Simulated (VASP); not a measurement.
# MgS (Niningerite) (Fm-3m) in VASP: a series of runs, part 2 of 2

VASP 6.6.1.

## (3) Single point, PBE (volume changed by +6%)

INCAR

```
PREC = Accurate ; ENCUT = 520
EDIFF = 1E-6 ; ISMEAR = 0
SIGMA = 0.01 ; LREAL = False
LASPH = True ; NELM = 100
ALGO = Normal ; ISIF = 2
LWAVE = False ; LCHARG = False
GGA = PE ; NBANDS = 11
```

KPOINTS

```
Automatic mesh
0
Gamma
  8 8 8
```

POSCAR

```
MgS
1.0
    0.0000000000      2.6661423961      2.6661423961
    2.6661423961      0.0000000000      2.6661423961
    2.6661423961      2.6661423961      0.0000000000
Mg S
1 1
Direct
    0.0000000000      0.0000000000      0.0000000000
    0.5000000000      0.5000000000      0.5000000000
```

Potentials or basis: VASP PAW PBE potentials, release 64 (Mg, S).

Run with:

```console
$ cat potpaw_PBE.64/Mg/POTCAR potpaw_PBE.64/S/POTCAR > POTCAR
$ mpirun -np 1 vasp_std > vasp.out
```

OUTCAR:

```text
PREC = Accurate
   ENCUT = 520
   EDIFF = 1E-6
   ISMEAR = 0
   LREAL = False
   LASPH = True
   NELM = 100
   ISIF = 2
   GGA = PE

 ion  position               nearest neighbor table
   1  0.000  0.000  0.000-   2 2.67   2 2.67   2 2.67   2 2.67   2 2.67   2 2.67
   2  0.500  0.500  0.500-   1 2.67   1 2.67   1 2.67   1 2.67   1 2.67   1 2.67

  LATTYP: Found a face centered cubic cell.
 ALAT       =     5.3322847922

  Lattice vectors:

 A1 = (   0.0000000000,   2.6661423961,   2.6661423961)
 A2 = (   2.6661423961,   0.0000000000,   2.6661423961)
 A3 = (   2.6661423961,   2.6661423961,   0.0000000000)

Analysis of symmetry for initial positions (statically):
=====================================================================
 Subroutine PRICEL returns:
 Original cell was already a primitive cell.

 Routine SETGRP: Setting up the symmetry group for a
 face centered cubic supercell.

 Subroutine GETGRP returns: Found 48 space group operations
 (whereof 48 operations were pure point group operations)
 out of a pool of 48 trial point group operations.

The static configuration has the point symmetry O_h .

Analysis of symmetry for dynamics (positions and initial velocities):
=====================================================================
 Subroutine PRICEL returns:
 Original cell was already a primitive cell.

 Routine SETGRP: Setting up the symmetry group for a
 face centered cubic supercell.

 Subroutine GETGRP returns: Found 48 space group operations
 (whereof 48 operations were pure point group operations)
 out of a pool of 48 trial point group operations.

The dynamic configuration has the point symmetry O_h .

 Subroutine INISYM returns: Found 48 space group operations
 (whereof 48 operations are pure point group operations),
 and found     1 'primitive' translations

----------------------------------------------------------------------------------------

                                     Primitive cell

  volume of cell :      37.9036
[... 111 lines left out ...]
  Fermi-wavevector in a.u.,A,eV,Ry     =   0.974716  1.841946 12.926508  0.950072
  Thomas-Fermi vector in A             =   2.105198
   LORBIT       =      0    0 simple, 1 ext, 2 COOP (PROOUT), +10 PAW based schemes
   GGA     = PE    functional components
   LHFCALC =     F    Hartree Fock is set to
   AEXX    =    0.0000 exact exchange contribution
   IVDW    =     0    specifies the selected vdW correction
   LEPSILON=     F    determine dielectric tensor
   LRPA    =     F    only Hartree local field effects (RPA)
 non-spin polarized calculation
 Gauss-broadening in eV      SIGMA  =   0.01
  energy-cutoff  :      520.00
  volume of cell :       37.90
 maximum number of plane-waves:      1036
   NGX = 13   NGY = 13   NGZ = 13

 number of electron       8.0000001 magnetization

 Free energy of the ion-electron system (eV)
  ---------------------------------------------------
  ext. energy  EPLUGINS =         0.00000000
  ---------------------------------------------------
  free energy    TOTEN  =        -8.47274199 eV

  energy without entropy =       -8.47274199  energy(sigma->0) =       -8.47274199

 E-fermi :   3.1528     XC(G=0):  -9.3891

 val. band max:        3.0965706833   @ k =   0.0000   0.0000   0.0000
 cond. band min:       5.7084463533   @ k =   0.5000   0.5000   0.0000
 fundamental gap:      2.6118756700
 Fermi energy:         3.1528238571

 k-point     1 :       0.0000    0.0000    0.0000
  band No.  band energies     occupation
      1      -9.1743      2.00000
      2       3.0966      2.00000
      3       3.0966      2.00000
      4       3.0966      2.00000
      5       6.2532      0.00000
      6      11.0850      0.00000
      7      11.0850      0.00000
      8      11.0850      0.00000
      9      13.3561      0.00000
     10      13.3561      0.00000
     11      15.4530      0.00000
[... 309 lines left out ...]
 k-point    24 :      -0.3750    0.2500    0.1250
  band No.  band energies     occupation
      1      -7.8802      2.00000
      2      -0.8609      2.00000
      3       1.1718      2.00000
      4       2.0732      2.00000
      5       8.4710      0.00000
      6       9.0431      0.00000
      7      11.2749      0.00000
      8      12.1477      0.00000
      9      15.0362      0.00000
     10      15.7904      0.00000
     11      18.2099      0.00000

 [... further k-points ...]
[... 5 lines left out ...]
  --------------------------------------------------------------------------------------
  -------------------------------------------------------------------------------------
  Total       -0.9687637     -0.9687637     -0.9687637     -0.0000000      0.0000000      0.0000000
  in kB      -40.9494835    -40.9494835    -40.9494835     -0.0000000      0.0000000      0.0000000
  external PRESSURE =     -40.9494835 kB  Pullay stress =       0.0000000 kB

 VOLUME and BASIS-vectors are now :
 -----------------------------------------------------------------------------
  energy-cutoff  :      520.00
  volume of cell :       37.90
      direct lattice vectors                 reciprocal lattice vectors
     0.000000000  2.666142396  2.666142396    -0.187536870  0.187536870  0.187536870
     2.666142396  0.000000000  2.666142396     0.187536870 -0.187536870  0.187536870
     2.666142396  2.666142396  0.000000000     0.187536870  0.187536870 -0.187536870

 POSITION                                       TOTAL-FORCE (eV/Angst)
 -----------------------------------------------------------------------------------
      0.00000      0.00000      0.00000         0.000000     -0.000000      0.000000
      2.66614      2.66614      2.66614        -0.000000      0.000000     -0.000000
 -----------------------------------------------------------------------------------
    total drift:                                0.000000      0.000000      0.000000

  FREE ENERGIE OF THE ION-ELECTRON SYSTEM (eV)
  ---------------------------------------------------
  free  energy   TOTEN  =        -8.4727419934 eV

  energy  without entropy=       -8.4727419934  energy(sigma->0) =       -8.47274199
```

OSZICAR:

```text
N       E                     dE             d eps       ncg     rms          rms(c)
DAV:   1     0.222113012195E+02    0.22211E+02   -0.34800E+03   646   0.581E+02
DAV:   2    -0.736490211895E+01   -0.29576E+02   -0.28348E+02   808   0.980E+01
DAV:   3    -0.890268155852E+01   -0.15378E+01   -0.15348E+01   769   0.241E+01
DAV:   4    -0.891239673889E+01   -0.97152E-02   -0.97138E-02   755   0.232E+00
DAV:   5    -0.891248240601E+01   -0.85667E-04   -0.85666E-04   766   0.219E-01    0.412E+00
DAV:   6    -0.851507773793E+01    0.39740E+00   -0.90960E-01   718   0.363E+00    0.318E+00
DAV:   7    -0.847370555676E+01    0.41372E-01   -0.22078E-01   762   0.198E+00    0.217E+00
DAV:   8    -0.847314110081E+01    0.56446E-03   -0.17481E-02   698   0.797E-01    0.101E+00
DAV:   9    -0.847273157774E+01    0.40952E-03   -0.10410E-03   725   0.179E-01    0.375E-01
DAV:  10    -0.847274459679E+01   -0.13019E-04   -0.29368E-04   745   0.776E-02    0.411E-02
DAV:  11    -0.847274218647E+01    0.24103E-05   -0.18794E-05   749   0.192E-02    0.244E-02
DAV:  12    -0.847274199342E+01    0.19305E-06   -0.87073E-07   547   0.553E-03
   1 F= -.84727420E+01 E0= -.84727420E+01  d E =-.597461E-18
```

Wall time 7.7 s (1 thread of Intel Xeon Platinum 8488C (Sapphire Rapids), shared host); peak memory 0.15 GiB.

Results:

```
Free energy            : -8.4727 eV
Pressure               : -4.1 GPa
Band gap on the k mesh : 2.61 eV, indirect (least direct gap 3.16 eV)
```

Levels at points of the mesh, in eV from the valence-band top:
```csv
k point,band 2,band 3,band 4,band 5,band 6,band 7
"(0.00, 0.00, 0.00)",0.00,0.00,0.00,3.16,7.99,7.99
"(0.50, 0.00, 0.00)",-4.46,-0.51,-0.51,4.44,6.81,6.81
"(0.50, 0.50, 0.00)",-3.82,-1.52,-1.52,2.61,4.60,11.29
```

## (4) Single point, r2SCAN

POSCAR

```
MgS
1.0
    0.0000000000      2.6015177399      2.6015177399
    2.6015177399      0.0000000000      2.6015177399
    2.6015177399      2.6015177399      0.0000000000
Mg S
1 1
Direct
    0.0000000000      0.0000000000      0.0000000000
    0.5000000000      0.5000000000      0.5000000000
```

INCAR.step1

```
SYSTEM = MgS
ALGO = Normal ; EDIFF = 1E-4
ENCUT = 520 ; GGA = PE
ISMEAR = 0 ; LASPH = .TRUE.
LCHARG = .FALSE. ; LREAL = .FALSE.
LWAVE = .TRUE. ; NBANDS = 11
NELM = 100 ; PREC = Accurate
SIGMA = 0.01
```

INCAR.step2

```
SYSTEM = MgS
ALGO = Normal ; EDIFF = 1E-6
ENCUT = 520 ; ISIF = 2
ISMEAR = 0 ; ISTART = 1
LASPH = .TRUE. ; LCHARG = .FALSE.
LMIXTAU = .TRUE. ; LREAL = .FALSE.
LWAVE = .FALSE. ; METAGGA = R2SCAN
NBANDS = 11 ; NELM = 100
PREC = Accurate ; SIGMA = 0.01
```

KPOINTS

```
k-points
0
G
  8 8 8
  0 0 0
```

Run with:

```console
$ cat potpaw_PBE.64/Mg/POTCAR potpaw_PBE.64/S/POTCAR > POTCAR
$ cp INCAR.step1 INCAR
$ mpirun -np 1 vasp_std > vasp.out
$ cp INCAR.step2 INCAR
$ mpirun -np 1 vasp_std > vasp.out
```

It took 41 s on 1 thread of Intel Xeon Platinum 8488C (Sapphire Rapids), shared host; peak memory 0.16 GiB.

The run converged. Its results:

```yaml
Free_energy: -15.5105 eV
Pressure: -0.5 GPa
Band_gap_on_the_k_mesh: 3.43 eV, indirect (least direct gap 4.62 eV)
```

Levels at points of the mesh, in eV from the valence-band top:
```
           k point  band 1  band 2  band 3  band 4  band 5  band 6  band 7  band 8
(0.00, 0.00, 0.00)  -13.18    0.00    0.00    0.00    4.62    8.53    8.53    8.53
(0.50, 0.00, 0.00)  -11.85   -4.88   -0.62   -0.62    5.22    7.50    7.50   11.24
(0.50, 0.50, 0.00)  -11.47   -4.27   -1.73   -1.73    3.43    4.93   13.14   13.49
```

Caveat: the PAW data sets were made with another functional, which shifts forces and pressure a little. r2SCAN opens gaps a little over a GGA but as a rule still falls short of measured ones.

## (5) Overview

| level | cell | gap on the mesh (eV) | pressure (GPa) |
| --- | --- | --- | --- |
| PBE | a = 3.679 Å, angles 60.0°, 2 atoms | 2.78 | 0.9 |
| PBE | a = 3.770 Å, angles 60.0°, 2 atoms | 2.61 | -4.1 |
| r2SCAN | a = 3.679 Å, angles 60.0°, 2 atoms | 3.43 | -0.5 |

Alike in all rows: task single point; potentials or basis VASP PAW PBE potentials, release 64 (Mg, S); no spin polarisation; k mesh 8 × 8 × 8; cutoff (eV) 520; smearing gaussian 0.01 eV.

Caveats: the PAW data sets were made with another functional, which shifts forces and pressure a little (some runs).

Total energies depend on the potentials used, so only differences within one code and one set of settings carry meaning.
